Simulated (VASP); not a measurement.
# SiC (P6_3mc) in VASP: notebook, part 2 of 3

VASP 6.6.1. Earlier steps stand in the parts before.

## 4. Relaxation of cell and atoms, PBE

This run uses another cell than the first one, of 10.50 Å³/atom, 1.015 times its volume.

The input, INCAR:

```
PREC = Accurate ; ENCUT = 600
EDIFF = 1E-6 ; ISMEAR = 0
SIGMA = 0.02 ; LREAL = F
LASPH = T ; NELM = 100
ALGO = Normal ; ISIF = 3
LWAVE = F ; LCHARG = F
GGA = PE ; IBRION = 2
NSW = 100 ; EDIFFG = -0.01
```

The input, KPOINTS:

```
Automatic mesh
0
Gamma
  12 12 6
```

The input, POSCAR:

```
SiC
1.0
    3.0917664133      0.0000000000      0.0000000000
   -1.5458832067      2.6775482565      0.0000000000
    0.0000000000      0.0000000000      5.0740211586
Si C
2 2
Direct
    0.3333333333      0.6666666667      0.0045635261
    0.6666666667      0.3333333333      0.5045635261
    0.3333333333      0.6666666667      0.3804364639
    0.6666666667      0.3333333333      0.8804364639
```

Potentials or basis: VASP PAW PBE potentials, release 64 (Si, C).

Run with:

```console
> cat potpaw_PBE.64/Si/POTCAR potpaw_PBE.64/C/POTCAR > POTCAR
> mpirun -np 1 vasp_std > vasp.out
```

OUTCAR:

```text
PREC = Accurate
   ENCUT = 600
   EDIFF = 1E-6
   ISMEAR = 0
   LREAL = F
   LASPH = T
   NELM = 100
   ISIF = 3
   GGA = PE
   IBRION = 2
   NSW = 100
   EDIFFG = -0.01

 ion  position               nearest neighbor table
   1  0.333  0.667  0.005-   4 1.89   4 1.89   4 1.89   3 1.91   2 3.10   2 3.10   2 3.10   2 3.10
                             2 3.10   2 3.10
   2  0.667  0.333  0.505-   3 1.89   3 1.89   3 1.89   4 1.91   1 3.10   1 3.10   1 3.10   1 3.10
                             1 3.10   1 3.10
   3  0.333  0.667  0.380-   2 1.89   2 1.89   2 1.89   1 1.91
   4  0.667  0.333  0.880-   1 1.89   1 1.89   1 1.89   2 1.91

  LATTYP: Found a hexagonal cell.
 ALAT       =     3.0917664133
 C/A-ratio  =     1.6411398794

  Lattice vectors:

 A1 = (   3.0917664133,   0.0000000000,   0.0000000000)
[... 283 lines left out ...]
      4       6.7833      2.00000
      5       6.7833      2.00000
      6       7.9833      2.00000
      7       8.0930      2.00000
      8       8.0930      2.00000
      9      12.7742      0.00000
     10      14.1470      0.00000
     11      14.6730      0.00000
     12      14.6730      0.00000
[... 331 lines left out ...]
 k-point    24 :       0.3333   -0.0000    0.1667
  band No.  band energies     occupation
      1      -5.4074      2.00000
      2      -2.8895      2.00000
      3       0.8080      2.00000
      4       2.5140      2.00000
      5       3.3376      2.00000
      6       5.2699      2.00000
      7       6.5032      2.00000
      8       6.9948      2.00000
      9      11.4456      0.00000
     10      12.5526      0.00000
     11      14.8276      0.00000
     12      15.8573      0.00000

 [... further k-points ...]

------------------------ aborting loop because EDIFF is reached ----------------------------------------

  FORCE on cell =-STRESS in cart. coord.  units (eV):
  Direction    XX          YY          ZZ          XY          YZ          ZX
  --------------------------------------------------------------------------------------
  -------------------------------------------------------------------------------------
  Total       -0.0001115     -0.0001115      0.0031042      0.0000000      0.0000000      0.0000000
  in kB       -0.0042570     -0.0042570      0.1184866      0.0000000      0.0000000      0.0000000
  external PRESSURE =       0.0366576 kB  Pullay stress =       0.0000000 kB
[... 19 lines left out ...]
  FREE ENERGIE OF THE ION-ELECTRON SYSTEM (eV)
  ---------------------------------------------------
  free  energy   TOTEN  =       -30.1130165703 eV

  energy  without entropy=      -30.1130165703  energy(sigma->0) =      -30.11301657

 reached required accuracy - stopping structural energy minimisation
```

OSZICAR:

```text
N       E                     dE             d eps       ncg     rms          rms(c)
DAV:   1     0.402306831054E+02    0.40231E+02   -0.80741E+03  1824   0.134E+03
DAV:   2    -0.303012095274E+02   -0.70532E+02   -0.64583E+02  2640   0.197E+02
DAV:   3    -0.337085776552E+02   -0.34074E+01   -0.33859E+01  2396   0.437E+01
[... 17 lines left out ...]
       N       E                     dE             d eps       ncg     rms          rms(c)
DAV:   1    -0.301130225811E+02   -0.18563E-04   -0.24807E-04  2100   0.142E-01    0.181E-02
DAV:   2    -0.301130182434E+02    0.43377E-05   -0.86918E-06  2168   0.234E-02    0.943E-03
DAV:   3    -0.301130168110E+02    0.14323E-05   -0.20269E-06  1264   0.105E-02    0.190E-03
DAV:   4    -0.301130165703E+02    0.24072E-06   -0.18334E-07  1024   0.418E-03
   3 F= -.30113017E+02 E0= -.30113017E+02  d E =-.155057E-04
```

It took 1.9 min on 1 thread of Intel Xeon 8259CL, shared host; peak memory 0.2 GiB.

Results:

```
Free energy                            : -30.1130 eV
Relaxed volume                         : 10.49 Å³/atom
Relaxed cell                           : a = 3.091 Å, b = 3.091 Å, c = 5.073 Å, α = 90.00°, β = 90.00°, γ = 120.00°
Space group after relaxing (to 0.05 Å) : P6_3mc (No. 186)
Energy gained by relaxing              : 0.0 meV/atom
Ionic steps                            : 3
Pressure after relaxing                : 0.0 GPa
Band gap on the k mesh                 : 2.30 eV, indirect (least direct gap 3.94 eV)
```

Final structure:
```
Si C
1.0
     3.09105    0.00000    0.00000
    -1.54553    2.67693    0.00000
     0.00000    0.00000    5.07277
Si C
2 2
Cartesian
  0.0000 1.7846 0.0232
  1.5455 0.8923 2.5596
  0.0000 1.7846 1.9298
  1.5455 0.8923 4.4662
```

Levels at points of the mesh, in eV from the valence-band top:
```csv
k point,band 5,band 6,band 7,band 8,band 9,band 10,band 11,band 12
"(0.00, 0.00, 0.00)",-1.31,-0.11,0.00,0.00,4.68,6.05,6.58,6.58
"(0.50, 0.00, 0.00)",-5.38,-3.29,-3.24,-1.19,2.75,4.21,6.77,7.07
"(0.00, 0.00, 0.50)",-0.71,-0.71,-0.71,-0.71,5.77,5.77,7.27,7.27
"(0.50, 0.00, 0.50)",-2.42,-2.42,-2.31,-2.31,3.26,3.26,5.20,5.20
```

A k mesh can miss the band edges. PBE gaps usually lie below the measured ones, often by a third to a half.

## 5. Single point, PBE

This run uses another cell than the first one, of 10.50 Å³/atom, 1.015 times its volume.

The input, INCAR:

```
ALGO     = Normal         # electronic algorithm
EDIFF    = 1E-6           # SCF threshold, eV
ENCUT    = 520            # plane-wave cutoff, eV
GGA      = PE             # functional
ISIF     = 2              # what is computed and relaxed
ISMEAR   = 0              # smearing method
LASPH    = T              # aspherical terms in the spheres
LCHARG   = F              # write CHGCAR
LREAL    = F              # projectors in reciprocal space
LWAVE    = F              # write WAVECAR
NBANDS   = 16             # bands
NELM     = 60             # most SCF steps
PREC     = Accurate       # precision mode
SIGMA    = 0.1            # smearing width, eV
```

The input, KPOINTS:

```
k-points
0
Gamma
  6 6 4
```

The input, POSCAR:

```
SiC
1.0
    3.0917664127      0.0000000029      0.0000000000
   -1.5458832089      2.6775482545      0.0000000000
    0.0000000000      0.0000000000      5.0740211635
Si C
2 2
Direct
    0.3333333333      0.6666666667      0.0045635262
    0.6666666667      0.3333333333      0.5045635262
    0.3333333333      0.6666666667      0.3804364638
    0.6666666667      0.3333333333      0.8804364638
```

Potentials or basis: VASP PAW PBE potentials, release 64 (Si, C).

Run with:

```console
> cat potpaw_PBE.64/Si/POTCAR potpaw_PBE.64/C/POTCAR > POTCAR
> mpirun -np 1 vasp_std > vasp.out
```

OUTCAR:

```text
EDIFF = 1E-6
   ENCUT = 520
   GGA = PE
   ISIF = 2
   ISMEAR = 0
   LASPH = T
   LREAL = F
   NELM = 60
   PREC = Accurate

 ion  position               nearest neighbor table
   1  0.333  0.667  0.005-   4 1.89   4 1.89   4 1.89   3 1.91   2 3.10   2 3.10   2 3.10   2 3.10
                             2 3.10   2 3.10
   2  0.667  0.333  0.505-   3 1.89   3 1.89   3 1.89   4 1.91   1 3.10   1 3.10   1 3.10   1 3.10
                             1 3.10   1 3.10
   3  0.333  0.667  0.380-   2 1.89   2 1.89   2 1.89   1 1.91
   4  0.667  0.333  0.880-   1 1.89   1 1.89   1 1.89   2 1.91

  LATTYP: Found a hexagonal cell.
 ALAT       =     3.0917664127
 C/A-ratio  =     1.6411398813

  Lattice vectors:

 A1 = (   3.0917664127,   0.0000000029,   0.0000000000)
 A2 = (  -1.5458832089,   2.6775482545,   0.0000000000)
 A3 = (   0.0000000000,   0.0000000000,   5.0740211635)

Analysis of symmetry for initial positions (statically):
=====================================================================
 Subroutine PRICEL returns:
 Original cell was already a primitive cell.

 Routine SETGRP: Setting up the symmetry group for a
 hexagonal supercell.

 Subroutine GETGRP returns: Found 12 space group operations
 (whereof  6 operations were pure point group operations)
 out of a pool of 24 trial point group operations.

The static configuration has the point symmetry C_3v.
 The point group associated with its full space group is C_6v.

Analysis of symmetry for dynamics (positions and initial velocities):
=====================================================================
 Subroutine PRICEL returns:
 Original cell was already a primitive cell.

 Routine SETGRP: Setting up the symmetry group for a
 hexagonal supercell.

 Subroutine GETGRP returns: Found 12 space group operations
 (whereof  6 operations were pure point group operations)
 out of a pool of 24 trial point group operations.

The dynamic configuration has the point symmetry C_3v.
 The point group associated with its full space group is C_6v.

 Subroutine INISYM returns: Found 12 space group operations
 (whereof  6 operations are pure point group operations),
 and found     1 'primitive' translations

----------------------------------------------------------------------------------------

                                     Primitive cell

  volume of cell :      42.0045

  direct lattice vectors                    reciprocal lattice vectors
     3.091766413  0.000000003  0.000000000     0.323439700  0.186737998  0.000000000
    -1.545883209  2.677548255  0.000000000    -0.000000000  0.373475995  0.000000000
     0.000000000  0.000000000  5.074021164     0.000000000  0.000000000  0.197082347

  length of vectors
     3.091766413  3.091766413  5.074021164     0.373475995  0.373475995  0.197082347

  position of ions in fractional coordinates (direct lattice)
     0.333333333  0.666666667  0.004563526
     0.666666667  0.333333333  0.504563526
     0.333333333  0.666666667  0.380436464
     0.666666667  0.333333333  0.880436464

  ion indices of the primitive-cell ions
   primitive index   ion index
                 1           1
[... 27 lines left out ...]

 Found     21 irreducible k-points:

 Following reciprocal coordinates:
            Coordinates               Weight
  0.000000  0.000000  0.000000      1.000000
  0.166667  0.000000  0.000000      6.000000
  0.333333  0.000000  0.000000      6.000000
  0.500000  0.000000  0.000000      3.000000
  0.166667  0.166667  0.000000      6.000000
  0.333333  0.166667  0.000000     12.000000
[... 13 lines left out ...]
  0.333333  0.166667  0.500000     12.000000
  0.333333  0.333333  0.500000      2.000000
   k-points           NKPTS =     21   k-points in BZ     NKDIM =     21   number of bands    NBANDS=     16
   number of dos      NEDOS =    301   number of ions     NIONS =      4
   total plane-waves  NPLWV =  23040
   dimension x,y,z NGX =    24 NGY =   24 NGZ =   40
   dimension x,y,z NGXF=    48 NGYF=   48 NGZF=   80
   ions per type =               2   2
   NGX,Y,Z   is equivalent  to a cutoff of  12.90, 12.90, 13.11 a.u.
   NGXF,Y,Z  is equivalent  to a cutoff of  25.81, 25.81, 26.21 a.u.
 SYSTEM =  unknown system
   PREC   = accura    normal or accurate (medium, high low for compatibility)
   ISTART =      0    job   : 0-new  1-cont  2-samecut
   ICHARG =      2    charge: 1-file 2-atom 10-const
   ISPIN  =      1    spin polarized calculation?
   LNONCOLLINEAR =      F non collinear calculations
   LSORBIT =      F    spin-orbit coupling
   LASPH  =      T    aspherical Exc in radial PAW
   ENCUT  =  520.0 eV  38.22 Ry    6.18 a.u.   5.75  5.75  9.43*2*pi/ulx,y,z
   NELM   =     60;   NELMIN=  2; NELMDL= -5     # of ELM steps
   EDIFF  = 0.1E-05   stopping-criterion for ELM
   LREAL  =      F    real-space projection
   EDIFFG = 0.1E-04   stopping-criterion for IOM
   NSW    =      0    number of steps for IOM
   IBRION =     -1    ionic relax: 0-MD 1-quasi-New 2-CG
   NFREE  =      0    steps in history (QN), initial steepest desc. (CG)
   ISIF   =      2    stress and relaxation
   ISYM   =      2    0-nonsym 1-usesym 2-fastsym
   POTIM  = 0.5000    time-step for ionic-motion
   TEBEG  =    0.0;   TEEND  =   0.0 temperature during run
   PSTRESS=    0.0 pullay stress
   NELECT =      16.0000    total number of electrons
   NUPDOWN=      -1.0000    fix difference up-down
   EMIN   =  10.00;   EMAX   =-10.00  energy-range for DOS
   EFERMI =   0.00;   METHOD = LEGACY
   ISMEAR =     0;   SIGMA  =   0.10  broadening in eV -4-tet -1-fermi 0-gaus
   EFERMI_NEDOS =   21; number of points for ismear=-14 and -15
   IALGO  =     38    algorithm
   IMIX   =      4    mixing-type and parameters
     AMIX     =   0.40;   BMIX     =  1.00
     AMIX_MAG =   1.60;   BMIX_MAG =  1.00
  volume/ion in A,a.u.               =      10.50        70.87
  Fermi-wavevector in a.u.,A,eV,Ry     =   1.186723  2.242582 19.161245  1.408312
  Thomas-Fermi vector in A             =   2.322890
   LORBIT       =      0    0 simple, 1 ext, 2 COOP (PROOUT), +10 PAW based schemes
   GGA     = PE    functional components
   LHFCALC =     F    Hartree Fock is set to
   AEXX    =    0.0000 exact exchange contribution
   IVDW    =     0    specifies the selected vdW correction
   LEPSILON=     F    determine dielectric tensor
   LRPA    =     F    only Hartree local field effects (RPA)
 non-spin polarized calculation
 Gauss-broadening in eV      SIGMA  =   0.10
  energy-cutoff  :      520.00
  volume of cell :       42.00
 maximum number of plane-waves:      1170
 NGX is ok and might be reduce to    24
   NGX = 11   NGY = 11   NGZ = 19

 number of electron      16.0000000 magnetization

 Free energy of the ion-electron system (eV)
  ---------------------------------------------------
  ext. energy  EPLUGINS =         0.00000000
  ---------------------------------------------------
  free energy    TOTEN  =       -30.09983853 eV

  energy without entropy =      -30.09983853  energy(sigma->0) =      -30.09983853

 E-fermi :   8.5590     XC(G=0): -11.2823

 val. band max:        8.0891888363   @ k =   0.0000   0.0000   0.0000
 cond. band min:      10.3903967491   @ k =   0.3333   0.3333   0.0000
 fundamental gap:      2.3012079128
 Fermi energy:         8.5589885537

 k-point     1 :       0.0000    0.0000    0.0000
  band No.  band energies     occupation
      1      -7.3588      2.00000
      2      -3.8487      2.00000
      3      -0.5212      2.00000
      4       6.7794      2.00000
      5       6.7794      2.00000
      6       7.9804      2.00000
[... 376 lines left out ...]
      3       0.3875      2.00000
      4       0.3875      2.00000
      5       2.5269      2.00000
      6       2.5269      2.00000
[... 8 lines left out ...]
     15      19.6621      0.00000
     16      19.6621      0.00000

------------------------ aborting loop because EDIFF is reached ----------------------------------------

  FORCE on cell =-STRESS in cart. coord.  units (eV):
  Direction    XX          YY          ZZ          XY          YZ          ZX
  --------------------------------------------------------------------------------------
  -------------------------------------------------------------------------------------
  Total        0.0117513      0.0117513     -0.0310990     -0.0000000      0.0000000     -0.0000000
  in kB        0.4482287      0.4482287     -1.1862093     -0.0000000      0.0000000     -0.0000000
  external PRESSURE =      -0.0965840 kB  Pullay stress =       0.0000000 kB

 VOLUME and BASIS-vectors are now :
 -----------------------------------------------------------------------------
  energy-cutoff  :      520.00
  volume of cell :       42.00
      direct lattice vectors                 reciprocal lattice vectors
     3.091766413  0.000000003  0.000000000     0.323439700  0.186737998  0.000000000
    -1.545883209  2.677548255  0.000000000    -0.000000000  0.373475995  0.000000000
     0.000000000  0.000000000  5.074021164     0.000000000  0.000000000  0.197082347

 POSITION                                       TOTAL-FORCE (eV/Angst)
 -----------------------------------------------------------------------------------
     -0.00000      1.78503      0.02316         0.000000     -0.000000     -0.003738
      1.54588      0.89252      2.56017        -0.000000      0.000000     -0.003738
     -0.00000      1.78503      1.93034         0.000000     -0.000000      0.003738
      1.54588      0.89252      4.46735         0.000000      0.000000      0.003738
 -----------------------------------------------------------------------------------
    total drift:                               -0.000000      0.000000     -0.000139

  FREE ENERGIE OF THE ION-ELECTRON SYSTEM (eV)
  ---------------------------------------------------
  free  energy   TOTEN  =       -30.0998385281 eV

  energy  without entropy=      -30.0998385281  energy(sigma->0) =      -30.09983853
```

Run time: 5.3 s. Hardware: 1 thread of Intel Xeon 6975P-C (Granite Rapids), shared host; peak memory 0.15 GiB.

Results:

```yaml
Free_energy: -30.0998 eV
Pressure: 0.0 GPa
Largest_force: 0.004 eV/Å
Band_gap_on_the_k_mesh: 2.30 eV, indirect (least direct gap 3.94 eV)
```

Forces in eV/Å, atoms in the order of the input:
```
Si   0.000  0.000 -0.004
Si   0.000  0.000 -0.004
C    0.000  0.000  0.004
C    0.000  0.000  0.004
```

Stress tensor (GPa, compression positive):
```
 0.04  0.00  0.00
 0.00  0.04  0.00
 0.00  0.00 -0.12
```

Levels at points of the mesh, in eV from the valence-band top:
| k point | band 4 | band 5 | band 6 | band 7 | band 8 | band 9 | band 10 | band 11 | band 12 | band 13 |
| --- | --- | --- | --- | --- | --- | --- | --- | --- | --- | --- |
| (0.00, 0.00, 0.00) | -1.31 | -1.31 | -0.11 | 0.00 | 0.00 | 4.67 | 6.05 | 6.57 | 6.57 | 7.61 |
| (0.50, 0.00, 0.00) | -6.25 | -5.38 | -3.29 | -3.24 | -1.19 | 2.75 | 4.21 | 6.76 | 7.07 | 9.90 |
| (0.00, 0.00, 0.50) | -4.41 | -0.71 | -0.71 | -0.71 | -0.71 | 5.76 | 5.76 | 7.26 | 7.26 | 7.26 |
| (0.50, 0.00, 0.50) | -8.19 | -2.42 | -2.42 | -2.31 | -2.31 | 3.25 | 3.25 | 5.19 | 5.19 | 10.26 |

A k mesh can miss the band edges. PBE gaps usually lie below the measured ones, often by a third to a half.

## 6. Single point, PBE

This run uses another cell than the first one, of 10.50 Å³/atom, 1.015 times its volume.

The input, INCAR:

```
SYSTEM = SiC
  PREC = Accurate
  ENCUT = 520
  EDIFF = 1E-6
  ISMEAR = 0
  SIGMA = 0.02
  LREAL = .False.
  LASPH = .True.
  NELM = 60
  ALGO = Normal
  ISIF = 2
  LWAVE = .False.
  LCHARG = .False.
  GGA = PE
  NBANDS = 16
```

The input, KPOINTS:

```
regular mesh
0
Gamma
  12 12 6
  0 0 0
```

POSCAR, as its differences from that of step 5:

```diff
@@ -2,4 +2,4 @@
 1.0
-    3.0917664127      0.0000000029      0.0000000000
-   -1.5458832089      2.6775482545      0.0000000000
+    3.0917664127      0.0000000000      0.0000000000
+   -1.5458832064      2.6775482560      0.0000000000
     0.0000000000      0.0000000000      5.0740211635
```

Potentials or basis: VASP PAW PBE potentials, release 64 (Si, C).

Run with:

```console
> cat potpaw_PBE.64/Si/POTCAR potpaw_PBE.64/C/POTCAR > POTCAR
> mpirun -np 1 vasp_std > vasp.out
```

Run time: 15 s. Hardware: 1 thread of Intel Xeon 6975P-C (Granite Rapids), shared host; peak memory 0.17 GiB.

The run converged. Its results:

| Property | Result |
| --- | --- |
| Free energy | -30.1103 eV |
| Pressure | 0.0 GPa |
| Largest force | 0.003 eV/Å |
| Band gap on the k mesh | 2.30 eV, indirect (least direct gap 3.94 eV) |

Forces in eV/Å, atoms in the order of the input:
```
Si   0.000  0.000  0.003
Si   0.000  0.000  0.003
C    0.000  0.000 -0.003
C    0.000  0.000 -0.003
```

Levels at points of the mesh, in eV from the valence-band top:
```csv
k point,band 5,band 6,band 7,band 8,band 9,band 10,band 11,band 12
"(0.00, 0.00, 0.00)",-1.31,-0.11,0.00,0.00,4.68,6.05,6.58,6.58
"(0.50, 0.00, 0.00)",-5.37,-3.29,-3.24,-1.19,2.75,4.21,6.76,7.07
"(0.00, 0.00, 0.50)",-0.71,-0.71,-0.71,-0.71,5.76,5.76,7.27,7.27
"(0.50, 0.00, 0.50)",-2.42,-2.42,-2.31,-2.31,3.25,3.25,5.19,5.19
```

A k mesh can miss the band edges.

(Continued in part 3 of 3.)
